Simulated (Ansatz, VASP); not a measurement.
**Two plane-wave programs on In**

```
CELL_PARAMETERS angstrom
4.50196 0.00000 0.00000
0.00000 4.50196 0.00000
0.00000 0.00000 4.50196
ATOMIC_POSITIONS crystal
In 0.50000 0.00000 0.00000
In 0.00000 0.50000 0.00000
In 0.00000 0.00000 0.50000
```

Alike in both runs: functional PBE; k mesh 10 × 10 × 10; occupations gaussian, width 0.1 eV; no spin polarisation.

Ansatz relaxed the structure, and its values are those at the end. VASP's run is a single point on that final structure, the one shown.

```csv
,VASP,Ansatz
version,VASP 6.6.1,Ansatz 0.2.0
potentials or method,"VASP PAW PBE potentials, release 64 (In_d), cutoff 520 eV","scalar-relativistic, plane waves, PAW"
valence electrons in the cell,39,39
```

|  | VASP | Ansatz | Ansatz less VASP |
| --- | --- | --- | --- |
| gap on the k mesh at the Fermi level (eV) | none | none | - |
| pressure (GPa) | -0.1 | 0.0 | +0.08 |

A gap of «none» marks a metal or a gap that the smearing closes. The functional is the same, so the differences come from potentials, cutoffs and numerics.
